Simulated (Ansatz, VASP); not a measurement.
**One calculation of Nb3Te2Mo, two programs**

File INCAR:

```
SYSTEM = Nb3Te2Mo
ALGO     = Fast           ! electronic algorithm
EDIFF    = 1E-6           ! SCF threshold, eV
EDIFFG   = -0.01          ! ionic threshold
ENCUT    = 600            ! plane-wave cutoff, eV
GGA      = PE             ! functional
IBRION   = 2              ! ionic algorithm
ISIF     = 3              ! what is computed and relaxed
ISMEAR   = 0              ! smearing method
LASPH    = .TRUE.         ! aspherical terms in the spheres
LCHARG   = .FALSE.        ! write CHGCAR
LREAL    = .FALSE.        ! projectors in reciprocal space
LWAVE    = .FALSE.        ! write WAVECAR
NELM     = 100            ! most SCF steps
NSW      = 100            ! ionic steps
PREC     = Accurate       ! precision mode
SIGMA    = 0.1            ! smearing width, eV
```

Contents of KPOINTS:

```
k-points
0
G
  10 10 4
  0 0 0
```

File POSCAR:

```
Nb3Te2Mo
1.0
    3.4148309507      0.0000000000      0.0000000000
    0.0000000000      3.4148309507      0.0000000000
    0.0000000000      0.0000000000     11.3497261042
Nb Te Mo
3 2 1
Direct
    0.0000000000      0.0000000000      0.5853550163
    0.5000000000      0.5000000000      0.1814304962
    0.0000000000      0.0000000000      0.3185666716
    0.0000000000      0.0000000000      0.0435040645
    0.5000000000      0.5000000000      0.7269796084
    0.5000000000      0.5000000000      0.4541641429
```

Input for Ansatz:

```yaml
crystal:
  lattice:
    - [3.4148309507, 0.0, 0.0]
    - [0.0, 3.4148309507, 0.0]
    - [0.0, 0.0, 11.3497261042]
  atoms:
    - { symbol: Nb, position: [0.0, 0.0, 0.5853550163] }
    - { symbol: Nb, position: [0.5, 0.5, 0.1814304962] }
    - { symbol: Nb, position: [0.0, 0.0, 0.3185666716] }
    - { symbol: Te, position: [0.0, 0.0, 0.0435040645] }
    - { symbol: Te, position: [0.5, 0.5, 0.7269796084] }
    - { symbol: Mo, position: [0.5, 0.5, 0.4541641429] }
basis:
  ecutwfc: 420
kpoints:
  mp_grid: { grid: [10, 10, 4] }
hamiltonian:
  xc: pbe
scf:
  occupations: { method: gaussian, width: 0.1 }
output:
  forces: true
  stress: true
  eigenvalues: true
relax:
  adjacent_minimum: "off"
  f_tol: 0.01
  max_steps: 80
  cell: { stress_tol: 0.05 }
```

Alike in both runs: task relaxation of cell and atoms; functional PBE; k mesh 10 × 10 × 4; occupations gaussian, width 0.1 eV; no spin polarisation.

|  | VASP | Ansatz |
| --- | --- | --- |
| version | VASP 6.6.1 | Ansatz 0.2.0 |
| potentials or method | VASP PAW PBE potentials, release 64 (Nb_sv, Te, Mo_sv), cutoff 600 eV | scalar-relativistic, plane waves, PAW |
| valence electrons in the cell | 65 | 85 |

VASP gave:

* gap on the k mesh at the Fermi level, each at its own relaxed structure (eV): none
* relaxed volume (Å³/atom): 22.10
* relaxed length of the cell vector where the two differ most in proportion (Å): 11.295

Q: Estimate Ansatz's values.

A: gap on the k mesh at the Fermi level, each at its own relaxed structure (eV): none; relaxed volume (Å³/atom): 22.21; relaxed length of the cell vector where the two differ most in proportion (Å): 11.340.

A gap of «none» marks a metal or a gap that the smearing closes. VASP's potentials hold 65 valence electrons a cell and Ansatz's 85, so a difference there can come from the potentials and not from the codes.

Neither program's run includes spin-orbit coupling.
